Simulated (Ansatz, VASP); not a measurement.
**One calculation of AlN, two programs**

File INCAR:

```
SYSTEM = AlN
PREC = Accurate ; ENCUT = 600
EDIFF = 1E-6 ; ISMEAR = 0
SIGMA = 0.01 ; LREAL = .False.
LASPH = .True. ; NELM = 120
ALGO = Normal ; ISIF = 2
LWAVE = .False. ; LCHARG = .False.
GGA = CA ; NBANDS = 11
GGA_COMPAT = .False.
```

File KPOINTS:

```
regular mesh
0
Gamma
  8 8 8
  0 0 0
```

File POSCAR:

```
AlN
1.0
    0.0000000000      2.1848764208      2.1848764208
    2.1848764208      0.0000000000      2.1848764208
    2.1848764208      2.1848764208      0.0000000000
Al N
1 1
Direct
    0.0000000000      0.0000000000      0.0000000000
    0.2500000000      0.2500000000      0.2500000000
```

Input for Ansatz:

```yaml
crystal:
  lattice:
    - [0.0, 2.1848764208, 2.1848764208]
    - [2.1848764208, 0.0, 2.1848764208]
    - [2.1848764208, 2.1848764208, 0.0]
  atoms:
    - { symbol: Al, position: [0.0, 0.0, 0.0] }
    - { symbol: "N", position: [0.25, 0.25, 0.25] }
kpoints:
  mp_grid: { grid: [8, 8, 8] }
hamiltonian:
  xc: lda
scf:
  occupations: { method: fixed }
  n_extra_bands: 4
output:
  forces: true
  stress: true
  eigenvalues: true
```

Alike in both runs: task single point; functional LDA; k mesh 8 × 8 × 8; no spin polarisation.

|  | VASP | Ansatz |
| --- | --- | --- |
| version | VASP 6.6.1 | Ansatz 0.2.0 |
| potentials or method | VASP PAW LDA potentials, release 64 (Al, N) | plane waves |
| plane-wave cutoff (eV) | 600 | 420 |
| occupations | gaussian, width 0.01 eV | fixed |
| valence electrons in the cell | 8 | 8 |

```tsv
	VASP	Ansatz	Ansatz less VASP
gap on the k mesh at the Fermi level (eV)	3.22	3.24	+0.020
pressure (GPa)	-3.4	-3.8	-0.48
```

LDA's correlation is that of Perdew and Zunger in VASP and of Perdew and Wang (1992) in Ansatz.
